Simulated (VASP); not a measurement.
# Cd3F8 in VASP: notebook

Runs on Cd3F8. Level: PBEsol. Tasks: single point.

Everything below comes from runs of VASP 6.6.1. Logs are shortened: lines on timing, memory, paths and dates and some standing lists are left out, and cuts for length are marked.

**1. The cell of the first run**

The cell holds a slab with vacuum, 11 atoms: a = 3.807 Å, b = 3.807 Å, c = 25.880 Å, α = 90.00°, β = 90.00°, γ = 120.00°.

**2. Single point, PBEsol**

Input file INCAR:

```
PREC = Accurate
ENCUT = 520
EDIFF = 1E-7
ISMEAR = 0
SIGMA = 0.05
LREAL = False
LASPH = True
NELM = 60
ALGO = Fast
ISIF = 2
LWAVE = False
LCHARG = False
LDIPOL = True
IDIPOL = 3
DIPOL = 0.5 0.5 0.500
GGA = PS
NBANDS = 57
```

Input file KPOINTS:

```
regular mesh
0
Gamma
  9 9 1
```

Input file POSCAR:

```
Cd3F8
1.0
    3.8072286460      0.0000000000      0.0000000000
   -1.9036143230      3.2971567254      0.0000000000
    0.0000000000      0.0000000000     25.8800621029
F Cd
8 3
Direct
    0.6666666667      0.3333333333      0.2897983772
    0.0000000000      0.0000000000      0.3498559837
    0.3333333333      0.6666666667      0.4099135902
    0.6666666667      0.3333333333      0.4699711967
    0.0000000000      0.0000000000      0.5300288033
    0.3333333333      0.6666666667      0.5900864098
    0.6666666667      0.3333333333      0.6501440163
    0.0000000000      0.0000000000      0.7102016228
    0.6666666667      0.3333333333      0.3798847870
    0.3333333333      0.6666666667      0.5000000000
    0.0000000000      0.0000000000      0.6201152130
```

Potentials or basis: VASP PAW PBE potentials, release 64 (F, Cd).

The run is started by

```console
$ cat potpaw_PBE.64/F/POTCAR potpaw_PBE.64/Cd/POTCAR > POTCAR
$ mpirun -np 1 vasp_std > vasp.out
```

OUTCAR:

```text
PREC = Accurate
   ENCUT = 520
   EDIFF = 1E-7
   ISMEAR = 0
   LREAL = False
   LASPH = True
   NELM = 60
   ISIF = 2
   GGA = PS

 ion  position               nearest neighbor table
   1  0.667  0.333  0.290-   9 2.33
   2  0.000  0.000  0.350-   9 2.33   9 2.33   9 2.33
   3  0.333  0.667  0.410-   9 2.33   9 2.33   9 2.33  10 2.33
   4  0.667  0.333  0.470-   9 2.33  10 2.33  10 2.33  10 2.33
   5  0.000  0.000  0.530-  11 2.33  10 2.33  10 2.33  10 2.33
   6  0.333  0.667  0.590-  11 2.33  11 2.33  11 2.33  10 2.33
   7  0.667  0.333  0.650-  11 2.33  11 2.33  11 2.33
   8  0.000  0.000  0.710-  11 2.33
   9  0.667  0.333  0.380-   4 2.33   3 2.33   3 2.33   3 2.33   2 2.33   2 2.33   2 2.33   1 2.33

  10  0.333  0.667  0.500-   4 2.33   5 2.33   4 2.33   5 2.33   5 2.33   4 2.33   3 2.33   6 2.33

  11  0.000  0.000  0.620-   5 2.33   6 2.33   6 2.33   6 2.33   7 2.33   7 2.33   7 2.33   8 2.33

  LATTYP: Found a hexagonal cell.
 ALAT       =     3.8072286460
 C/A-ratio  =     6.7976117300

  Lattice vectors:

 A1 = (   3.8072286460,   0.0000000000,   0.0000000000)
 A2 = (  -1.9036143230,   3.2971567254,   0.0000000000)
 A3 = (   0.0000000000,   0.0000000000,  25.8800621029)

Analysis of symmetry for initial positions (statically):
=====================================================================
 Subroutine PRICEL returns:
 Original cell was already a primitive cell.

 Routine SETGRP: Setting up the symmetry group for a
 hexagonal supercell.

 Subroutine GETGRP returns: Found 12 space group operations
 (whereof  6 operations were pure point group operations)
 out of a pool of 24 trial point group operations.

The static configuration has the point symmetry C_3v.
 The point group associated with its full space group is D_3d.

Analysis of symmetry for dynamics (positions and initial velocities):
=====================================================================
 Subroutine PRICEL returns:
 Original cell was already a primitive cell.

 Routine SETGRP: Setting up the symmetry group for a
 hexagonal supercell.

 Subroutine GETGRP returns: Found 12 space group operations
 (whereof  6 operations were pure point group operations)
 out of a pool of 24 trial point group operations.

The dynamic configuration has the point symmetry C_3v.
 The point group associated with its full space group is D_3d.

 Subroutine INISYM returns: Found 12 space group operations
 (whereof  6 operations are pure point group operations),
 and found     1 'primitive' translations

----------------------------------------------------------------------------------------

                                     Primitive cell

  volume of cell :     324.8732

  direct lattice vectors                    reciprocal lattice vectors
     3.807228646  0.000000000  0.000000000     0.262658246  0.151645809  0.000000000
    -1.903614323  3.297156725  0.000000000     0.000000000  0.303291619  0.000000000
     0.000000000  0.000000000 25.880062103     0.000000000  0.000000000  0.038639784

  length of vectors
     3.807228646  3.807228646 25.880062103     0.303291619  0.303291619  0.038639784

  position of ions in fractional coordinates (direct lattice)
     0.666666667  0.333333333  0.289798377
     0.000000000  0.000000000  0.349855984
     0.333333333  0.666666667  0.409913590
     0.666666667  0.333333333  0.469971197
     0.000000000  0.000000000  0.530028803
     0.333333333  0.666666667  0.590086410
     0.666666667  0.333333333  0.650144016
     0.000000000  0.000000000  0.710201623
     0.666666667  0.333333333  0.379884787
     0.333333333  0.666666667  0.500000000
     0.000000000  0.000000000  0.620115213

  ion indices of the primitive-cell ions
   primitive index   ion index
                 1           1
                 2           2
                 3           3
                 4           4
                 5           5
                 6           6
                 7           7
                 8           8
                 9           9
                10          10
                11          11

----------------------------------------------------------------------------------------

 KPOINTS: regular mesh

Automatic generation of k-mesh.
 Grid dimensions read from file:
 generate k-points for:    9    9    1

 Generating k-lattice:

  Cartesian coordinates                     Fractional coordinates (reciprocal lattice)
     0.029184250  0.016849534  0.000000000     0.111111111  0.000000000  0.000000000
     0.000000000  0.033699069  0.000000000     0.000000000  0.111111111  0.000000000
     0.000000000  0.000000000  0.038639784     0.000000000  0.000000000  1.000000000

  Length of vectors
     0.033699069  0.033699069  0.038639784

  Shift w.r.t. Gamma in fractional coordinates (k-lattice)
     0.000000000  0.000000000  0.000000000

 Subroutine IBZKPT returns following result:
 ===========================================

 Found     12 irreducible k-points:

 Following reciprocal coordinates:
            Coordinates               Weight
  0.000000  0.000000  0.000000      1.000000
  0.111111 -0.000000  0.000000      6.000000
  0.222222 -0.000000  0.000000      6.000000
  0.333333 -0.000000  0.000000      6.000000
  0.444444 -0.000000  0.000000      6.000000
  0.111111  0.111111  0.000000      6.000000
  0.222222  0.111111  0.000000     12.000000
  0.333333  0.111111  0.000000     12.000000
  0.444444  0.111111  0.000000      6.000000
  0.222222  0.222222  0.000000      6.000000
  0.333333  0.222222  0.000000     12.000000
  0.333333  0.333333  0.000000      2.000000
   k-points           NKPTS =     12   k-points in BZ     NKDIM =     12   number of bands    NBANDS=     57
   number of dos      NEDOS =    301   number of ions     NIONS =     11
   total plane-waves  NPLWV = 150528
   dimension x,y,z NGX =    28 NGY =   28 NGZ =  192
   dimension x,y,z NGXF=    56 NGYF=   56 NGZF=  384
   ions per type =               8   3
   NGX,Y,Z   is equivalent  to a cutoff of  12.23, 12.23, 12.33 a.u.
   NGXF,Y,Z  is equivalent  to a cutoff of  24.45, 24.45, 24.67 a.u.
 SYSTEM =  unknown system
   PREC   = accura    normal or accurate (medium, high low for compatibility)
   ISTART =      0    job   : 0-new  1-cont  2-samecut
   ICHARG =      2    charge: 1-file 2-atom 10-const
   ISPIN  =      1    spin polarized calculation?
   LNONCOLLINEAR =      F non collinear calculations
   LSORBIT =      F    spin-orbit coupling
   LASPH  =      T    aspherical Exc in radial PAW
   ENCUT  =  520.0 eV  38.22 Ry    6.18 a.u.   7.08  7.08 48.12*2*pi/ulx,y,z
   NELM   =     60;   NELMIN=  2; NELMDL= -5     # of ELM steps
   EDIFF  = 0.1E-06   stopping-criterion for ELM
   LREAL  =      F    real-space projection
   EDIFFG = 0.1E-05   stopping-criterion for IOM
   NSW    =      0    number of steps for IOM
   IBRION =     -1    ionic relax: 0-MD 1-quasi-New 2-CG
   NFREE  =      0    steps in history (QN), initial steepest desc. (CG)
   ISIF   =      2    stress and relaxation
   ISYM   =      2    0-nonsym 1-usesym 2-fastsym
   POTIM  = 0.5000    time-step for ionic-motion
   TEBEG  =    0.0;   TEEND  =   0.0 temperature during run
   PSTRESS=    0.0 pullay stress
   NELECT =      92.0000    total number of electrons
   NUPDOWN=      -1.0000    fix difference up-down
   EMIN   =  10.00;   EMAX   =-10.00  energy-range for DOS
   EFERMI =   0.00;   METHOD = LEGACY
   ISMEAR =     0;   SIGMA  =   0.05  broadening in eV -4-tet -1-fermi 0-gaus
   EFERMI_NEDOS =   21; number of points for ismear=-14 and -15
   IALGO  =     68    algorithm
   IMIX   =      4    mixing-type and parameters
     AMIX     =   0.40;   BMIX     =  1.00
     AMIX_MAG =   1.60;   BMIX_MAG =  1.00
  volume/ion in A,a.u.               =      29.53       199.30
  Fermi-wavevector in a.u.,A,eV,Ry     =   1.075060  2.031569 15.724996  1.155755
  Thomas-Fermi vector in A             =   2.210906
   LORBIT       =      0    0 simple, 1 ext, 2 COOP (PROOUT), +10 PAW based schemes
   GGA     = PS    functional components
   LHFCALC =     F    Hartree Fock is set to
   AEXX    =    0.0000 exact exchange contribution
   IVDW    =     0    specifies the selected vdW correction
   LEPSILON=     F    determine dielectric tensor
   LRPA    =     F    only Hartree local field effects (RPA)
 non-spin polarized calculation
 RMM-DIIS sequential band-by-band and
 Gauss-broadening in eV      SIGMA  =   0.05
  energy-cutoff  :      520.00
  volume of cell :      324.87
 maximum number of plane-waves:      8787
   NGX = 15   NGY = 15   NGZ = 97

 number of electron      92.0000034 magnetization

 dipolmoment           0.000000      0.000000      0.000007 electrons x Angstroem

 Free energy of the ion-electron system (eV)
  ---------------------------------------------------
  ext. energy  EPLUGINS =         0.00000000
  ---------------------------------------------------
  free energy    TOTEN  =       -35.86637393 eV

  energy without entropy =      -35.79634263  energy(sigma->0) =      -35.83135828

 E-fermi :  -6.9688     XC(G=0):  -5.0403

 val. band max:       -6.9692514756   @ k =   0.2222   0.2222   0.0000
 cond. band min:      -6.9663347091   @ k =   0.4444   0.1111   0.0000
 fundamental gap:      0.0029167665
 Fermi energy:        -6.9687849228

 k-point     1 :       0.0000    0.0000    0.0000
  band No.  band energies     occupation
      1     -28.0416      2.00000
      2     -27.7537      2.00000
      3     -27.4825      2.00000
      4     -27.1757      2.00000
      5     -26.8010      2.00000
      6     -26.7866      2.00000
[... 49 lines left out ...]
     56       4.4948      0.00000
     57       5.5348      0.00000

 k-point     2 :       0.1111   -0.0000    0.0000
  band No.  band energies     occupation
      1     -28.0098      2.00000
      2     -27.7339      2.00000
      3     -27.4728      2.00000
      4     -27.1907      2.00000
      5     -26.8087      2.00000
      6     -26.7973      2.00000
[... 49 lines left out ...]
     56       4.6024      0.00000
     57       6.3044      0.00000

 k-point     3 :       0.2222   -0.0000    0.0000
  band No.  band energies     occupation
      1     -27.9217      2.00000
      2     -27.6819      2.00000
      3     -27.4523      2.00000
      4     -27.2368      2.00000
      5     -26.8264      2.00000
      6     -26.8213      2.00000
[... 474 lines left out ...]
      1     -27.6269      2.00000
      2     -27.5509      2.00000
      3     -27.4620      2.00000
      4     -27.4306      2.00000
      5     -26.8486      2.00000
      6     -26.8484      2.00000
[... 49 lines left out ...]
     56       6.4592      0.00000
     57       6.5376      0.00000

 k-point    12 :       0.3333    0.3333    0.0000
  band No.  band energies     occupation
      1     -27.5477      2.00000
      2     -27.5477      2.00000
      3     -27.4902      2.00000
      4     -27.4696      2.00000
      5     -26.8476      2.00000
      6     -26.8476      2.00000
[... 49 lines left out ...]
     56       4.5739      0.00000
     57       7.7252      0.00000

------------------------ aborting loop because EDIFF is reached ----------------------------------------

 vacuum level on the upper side and lower side of the slab       (xc-potential included)        -0.145        -0.145

  FORCE on cell =-STRESS in cart. coord.  units (eV):
  Direction    XX          YY          ZZ          XY          YZ          ZX
  --------------------------------------------------------------------------------------
  -------------------------------------------------------------------------------------
  Total       -0.6108519     -0.6108519     -3.2529921      0.0000000      0.0000000      0.0000000
  in kB       -3.0125386     -3.0125386    -16.0427834      0.0000000      0.0000000      0.0000000
  external PRESSURE =      -7.3559535 kB  Pullay stress =       0.0000000 kB

 VOLUME and BASIS-vectors are now :
 -----------------------------------------------------------------------------
  energy-cutoff  :      520.00
  volume of cell :      324.87
      direct lattice vectors                 reciprocal lattice vectors
     3.807228646  0.000000000  0.000000000     0.262658246  0.151645809  0.000000000
    -1.903614323  3.297156725  0.000000000     0.000000000  0.303291619  0.000000000
     0.000000000  0.000000000 25.880062103     0.000000000  0.000000000  0.038639784

 POSITION                                       TOTAL-FORCE (eV/Angst)
 -----------------------------------------------------------------------------------
      1.90361      1.09905      7.50000        -0.000000     -0.000000      0.649817
      0.00000      0.00000      9.05429         0.000000     -0.000000      0.255995
     -0.00000      2.19810     10.60859         0.000000     -0.000000      0.115593
      1.90361      1.09905     12.16288         0.000000     -0.000000     -0.000038
      0.00000      0.00000     13.71718        -0.000000      0.000000      0.000038
     -0.00000      2.19810     15.27147        -0.000000      0.000000     -0.115593
      1.90361      1.09905     16.82577        -0.000000      0.000000     -0.255995
      0.00000      0.00000     18.38006         0.000000      0.000000     -0.649817
      1.90361      1.09905      9.83144         0.000000      0.000000     -1.079413
     -0.00000      2.19810     12.94003        -0.000000      0.000000     -0.000000
      0.00000      0.00000     16.04862        -0.000000      0.000000      1.079413
 -----------------------------------------------------------------------------------
    total drift:                                0.000000     -0.000000      0.000843

  FREE ENERGIE OF THE ION-ELECTRON SYSTEM (eV)
  ---------------------------------------------------
  free  energy   TOTEN  =       -35.8663739289 eV

  energy  without entropy=      -35.7963426284  energy(sigma->0) =      -35.83135828

 vacuum level on the upper side and lower side of the slab         3.769         3.769
```

Run time: 6.7 min. Hardware: 1 thread of Oxide Virtual Turin-like, shared host; peak memory 0.42 GiB.

Results:

| Item | Value |
| --- | --- |
| Free energy | -35.8664 eV |
| Largest force | 1.079 eV/Å |
| Band gap on the k mesh | zero (bands 46 and 47 overlap by 0.11 eV) |

Forces in eV/Å, atoms in the order of the input:
```
F    0.000  0.000  0.650
F    0.000  0.000  0.256
F    0.000  0.000  0.116
F    0.000  0.000  0.000
F    0.000  0.000  0.000
F    0.000  0.000 -0.116
F    0.000  0.000 -0.256
F    0.000  0.000 -0.650
Cd   0.000  0.000 -1.079
Cd   0.000  0.000  0.000
Cd   0.000  0.000  1.079
```

Caveat: the PAW data sets were made with another functional, which shifts forces and pressure a little.

(Part 1 of 2 ends here.)
